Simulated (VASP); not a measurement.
# FH in VASP: further runs

The runs below take FH through single point, relaxation of the atoms, with PBE+D3(BJ).

Everything below comes from runs of VASP 6.6.1. Logs are shortened: lines on timing, memory, paths and dates and some standing lists are left out, and cuts for length are marked.

## (1) The cell of the first run

The cell holds a molecule in a box, 2 atoms: a = 15.000 Å, b = 15.500 Å, c = 16.000 Å, α = 90.00°, β = 90.00°, γ = 90.00°.

## (2) Single point, PBE+D3(BJ)

Input file INCAR:

```
PREC = Accurate
ENCUT = 520
EDIFF = 1E-6
ISMEAR = 0
SIGMA = 0.005
LREAL = F
LASPH = T
NELM = 60
ALGO = Normal
ISIF = 2
LWAVE = F
LCHARG = T
GGA = PE
IVDW = 12
LELF = T
LVHAR = T
ISYM = 0
NBANDS = 11
```

Input file KPOINTS:

```
regular mesh
0
Gamma
  1 1 1
```

Input file POSCAR:

```
HF
1.0
   15.0000000000      0.0000000000      0.0000000000
    0.0000000000     15.5000000000      0.0000000000
    0.0000000000      0.0000000000     16.0000000000
F H
1 1
Direct
    0.4750269251      0.4989741939      0.4826943906
    0.5249730749      0.5010258061      0.5173056094
```

Potentials or basis: VASP PAW PBE potentials, release 64 (F, H).

Started as:

```sh
> cat potpaw_PBE.64/F/POTCAR potpaw_PBE.64/H/POTCAR > POTCAR
> mpirun -np 1 vasp_gam > vasp.out
```

OUTCAR:

```text
PREC = Accurate
   ENCUT = 520
   EDIFF = 1E-6
   ISMEAR = 0
   LREAL = F
   LASPH = T
   NELM = 60
   ISIF = 2
   GGA = PE
   IVDW = 12
   ISYM = 0
 IVDW          = 12

 ion  position               nearest neighbor table
   1  0.475  0.499  0.483-   2 0.93
   2  0.525  0.501  0.517-   1 0.93

IMPORTANT INFORMATION: All symmetrisations will be switched off!
NOSYMM: (Re-)initialisation of all symmetry stuff for point group C_1.

----------------------------------------------------------------------------------------

                                     Primitive cell

  volume of cell :    3720.0000

  direct lattice vectors                    reciprocal lattice vectors
    15.000000000  0.000000000  0.000000000     0.066666667  0.000000000  0.000000000
     0.000000000 15.500000000  0.000000000     0.000000000  0.064516129  0.000000000
     0.000000000  0.000000000 16.000000000     0.000000000  0.000000000  0.062500000

  length of vectors
    15.000000000 15.500000000 16.000000000     0.066666667  0.064516129  0.062500000

  position of ions in fractional coordinates (direct lattice)
     0.475026925  0.498974194  0.482694391
     0.524973075  0.501025806  0.517305609

  ion indices of the primitive-cell ions
   primitive index   ion index
                 1           1
                 2           2

----------------------------------------------------------------------------------------

 KPOINTS: regular mesh

Automatic generation of k-mesh.
 Grid dimensions read from file:
 generate k-points for:    1    1    1

 Generating k-lattice:

  Cartesian coordinates                     Fractional coordinates (reciprocal lattice)
     0.066666667  0.000000000  0.000000000     1.000000000  0.000000000  0.000000000
     0.000000000  0.064516129  0.000000000     0.000000000  1.000000000  0.000000000
     0.000000000  0.000000000  0.062500000     0.000000000  0.000000000  1.000000000

  Length of vectors
     0.066666667  0.064516129  0.062500000

  Shift w.r.t. Gamma in fractional coordinates (k-lattice)
     0.000000000  0.000000000  0.000000000

 Subroutine IBZKPT returns following result:
 ===========================================

 Found      1 irreducible k-points:

 Following reciprocal coordinates:
            Coordinates               Weight
  0.000000  0.000000  0.000000      1.000000
   k-points           NKPTS =      1   k-points in BZ     NKDIM =      1   number of bands    NBANDS=     11
   number of dos      NEDOS =    301   number of ions     NIONS =      2
   total plane-waves  NPLWV = ******
   dimension x,y,z NGX =   112 NGY =  120 NGZ =  120
   dimension x,y,z NGXF=   224 NGYF=  240 NGZF=  240
   ions per type =               1   1
   NGX,Y,Z   is equivalent  to a cutoff of  12.41, 12.87, 12.47 a.u.
   NGXF,Y,Z  is equivalent  to a cutoff of  24.83, 25.74, 24.94 a.u.
 SYSTEM =  unknown system
   PREC   = accura    normal or accurate (medium, high low for compatibility)
   ISTART =      0    job   : 0-new  1-cont  2-samecut
   ICHARG =      2    charge: 1-file 2-atom 10-const
   ISPIN  =      1    spin polarized calculation?
   LNONCOLLINEAR =      F non collinear calculations
   LSORBIT =      F    spin-orbit coupling
   LASPH  =      T    aspherical Exc in radial PAW
   ENCUT  =  520.0 eV  38.22 Ry    6.18 a.u.  27.89 28.82 29.75*2*pi/ulx,y,z
   NELM   =     60;   NELMIN=  2; NELMDL= -5     # of ELM steps
   EDIFF  = 0.1E-05   stopping-criterion for ELM
   LREAL  =      F    real-space projection
   EDIFFG = 0.1E-04   stopping-criterion for IOM
   NSW    =      0    number of steps for IOM
   IBRION =     -1    ionic relax: 0-MD 1-quasi-New 2-CG
   NFREE  =      0    steps in history (QN), initial steepest desc. (CG)
   ISIF   =      2    stress and relaxation
   ISYM   =      0    0-nonsym 1-usesym 2-fastsym
   POTIM  = 0.5000    time-step for ionic-motion
   TEBEG  =    0.0;   TEEND  =   0.0 temperature during run
   PSTRESS=    0.0 pullay stress
   NELECT =       8.0000    total number of electrons
   NUPDOWN=      -1.0000    fix difference up-down
   EMIN   =  10.00;   EMAX   =-10.00  energy-range for DOS
   EFERMI =   0.00;   METHOD = LEGACY
   ISMEAR =     0;   SIGMA  =   0.01  broadening in eV -4-tet -1-fermi 0-gaus
   EFERMI_NEDOS =   21; number of points for ismear=-14 and -15
   IALGO  =     38    algorithm
   IMIX   =      4    mixing-type and parameters
     AMIX     =   0.40;   BMIX     =  1.00
     AMIX_MAG =   1.60;   BMIX_MAG =  1.00
  volume/ion in A,a.u.               =    1860.00     12551.90
  Fermi-wavevector in a.u.,A,eV,Ry     =   0.211312  0.399321  0.607537  0.044653
  Thomas-Fermi vector in A             =   0.980203
   LORBIT       =      0    0 simple, 1 ext, 2 COOP (PROOUT), +10 PAW based schemes
   GGA     = PE    functional components
   LHFCALC =     F    Hartree Fock is set to
   AEXX    =    0.0000 exact exchange contribution
   IVDW    =    12    specifies the selected vdW correction
   LEPSILON=     F    determine dielectric tensor
   LRPA    =     F    only Hartree local field effects (RPA)
 non-spin polarized calculation
 Gauss-broadening in eV      SIGMA  =   0.01
  energy-cutoff  :      520.00
  volume of cell :     3720.00
 maximum number of plane-waves:     50071
 NGX is ok and might be reduce to   112
   NGX = 55   NGY = 57   NGZ = 59

 number of electron       8.0000000 magnetization

 Free energy of the ion-electron system (eV)
  ---------------------------------------------------
  ext. energy  EPLUGINS =         0.00000000
  ---------------------------------------------------
  free energy    TOTEN  =        -7.89120248 eV

  energy without entropy =       -7.89120248  energy(sigma->0) =       -7.89120248

 E-fermi :  -9.5029     XC(G=0):  -0.1343

 val. band max:       -9.5802787019   @ k =   0.0000   0.0000   0.0000
 cond. band min:      -1.0317281164   @ k =   0.0000   0.0000   0.0000
 fundamental gap:      8.5485505856
 Fermi energy:        -9.5028641547

 k-point     1 :       0.0000    0.0000    0.0000
  band No.  band energies     occupation
      1     -30.0493      2.00000
      2     -13.3451      2.00000
      3      -9.5803      2.00000
      4      -9.5803      2.00000
      5      -1.0317      0.00000
      6       0.0675      0.00000
      7       0.5069      0.00000
      8       0.5333      0.00000
      9       0.5811      0.00000
     10       0.5915      0.00000
     11       0.6361      0.00000

------------------------ aborting loop because EDIFF is reached ----------------------------------------

 Edisp (eV)   -0.00309

 E8    (eV) :    -0.0007

  FORCE on cell =-STRESS in cart. coord.  units (eV):
  Direction    XX          YY          ZZ          XY          YZ          ZX
  --------------------------------------------------------------------------------------
  -------------------------------------------------------------------------------------
  Total       0.12580    -0.06321     0.04009     0.00832     0.00592     0.14303
  in kB       0.05418    -0.02722     0.01727     0.00358     0.00255     0.06160
  external pressure =        0.01 kB  Pullay stress =        0.00 kB

 VOLUME and BASIS-vectors are now :
 -----------------------------------------------------------------------------
  energy-cutoff  :      520.00
  volume of cell :     3720.00
      direct lattice vectors                 reciprocal lattice vectors
    15.000000000  0.000000000  0.000000000     0.066666667  0.000000000  0.000000000
     0.000000000 15.500000000  0.000000000     0.000000000  0.064516129  0.000000000
     0.000000000  0.000000000 16.000000000     0.000000000  0.000000000  0.062500000

 POSITION                                       TOTAL-FORCE (eV/Angst)
 -----------------------------------------------------------------------------------
      7.12540      7.73410      7.72311        -0.252465     -0.010742     -0.187432
      7.87460      7.76590      8.27689         0.252465      0.010742      0.187432
 -----------------------------------------------------------------------------------
    total drift:                                0.000713     -0.000087     -0.001581

  FREE ENERGIE OF THE ION-ELECTRON SYSTEM (eV)
  ---------------------------------------------------
  free  energy   TOTEN  =        -7.8942877351 eV

  energy  without entropy=       -7.8942877351  energy(sigma->0) =       -7.89428774
```

Run time: 3.1 min. Hardware: 1 thread of Intel Xeon Platinum 8488C (Sapphire Rapids), shared host; peak memory 2.1 GiB.

Results:

```yaml
Free_energy: -7.8943 eV
Largest_force: 0.315 eV/Å
Gap_between_the_frontier_levels: 8.55 eV
Dispersion_energy_per_atom: -0.002 eV
```

Forces on the atoms (eV/Å):
```
F   -0.252 -0.011 -0.187
H    0.252  0.011  0.187
```

Levels at points of the mesh, in eV from the valence-band top:
| k point | band 2 | band 3 | band 4 | band 5 | band 6 | band 7 |
| --- | --- | --- | --- | --- | --- | --- |
| (0.00, 0.00, 0.00) | -3.76 | 0.00 | 0.00 | 8.55 | 9.65 | 10.09 |

(Continued in part 2 of 2.)
